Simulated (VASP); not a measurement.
Set up this calculation in VASP 6.6.1, as the native input.

```
Task                   : single point
Functional             : PBE
Dispersion             : D3(BJ)
Potentials or basis    : VASP PAW PBE potentials, release 64 (Sn_d, Se)
Cutoff                 : 520 eV
k mesh                 : 4 × 4 × 4
Occupations            : gaussian, width 0.1 eV
Spin                   : no spin polarisation
Dipole correction      : no
Further INCAR settings : ALGO = Normal; EDIFF = 1e-06; NBANDS = 28
```

The structure of SnSe lies in POSCAR:

```
SnSe
1.0
    2.1550000000     -5.8525000000      0.0000000000
    2.1550000000      5.8525000000      0.0000000000
    0.0000000000      0.0000000000      4.3180000000
Sn Se
2 2
Direct
    0.8800000000      0.1200000000      0.2500000000
    0.1200000000      0.8800000000      0.7500000000
    0.6440000000      0.3560000000      0.2500000000
    0.3560000000      0.6440000000      0.7500000000
```

The input as run:

INCAR

```
PREC = Accurate
ENCUT = 520
EDIFF = 1E-6
ISMEAR = 0
SIGMA = 0.1
LREAL = F
LASPH = T
NELM = 80
ALGO = Normal
ISIF = 2
LWAVE = F
LCHARG = F
GGA = PE
IVDW = 12
NBANDS = 28
```

KPOINTS

```
regular mesh
0
Gamma
  4 4 4
```

Potentials or basis: VASP PAW PBE potentials, release 64 (Sn_d, Se).

Run with:

```console
$ cat potpaw_PBE.64/Sn_d/POTCAR potpaw_PBE.64/Se/POTCAR > POTCAR
$ mpirun -np 1 vasp_std > vasp.out
```

Results of the run:

| Quantity | Value |
| --- | --- |
| Pressure | -2.7 GPa |
| Largest force | 0.275 eV/Å |
| Band gap on the k mesh | 0.66 eV, indirect (least direct gap 0.91 eV) |
| Dispersion energy per atom | -0.355 eV |

Caveat: spin-orbit coupling is left out, which moves the levels of the heavy elements.

Wall time 23 s on 1 thread of Intel(R) Xeon(R) 6975P-C (Granite Rapids) (shared host), peak memory 0.28 GiB.
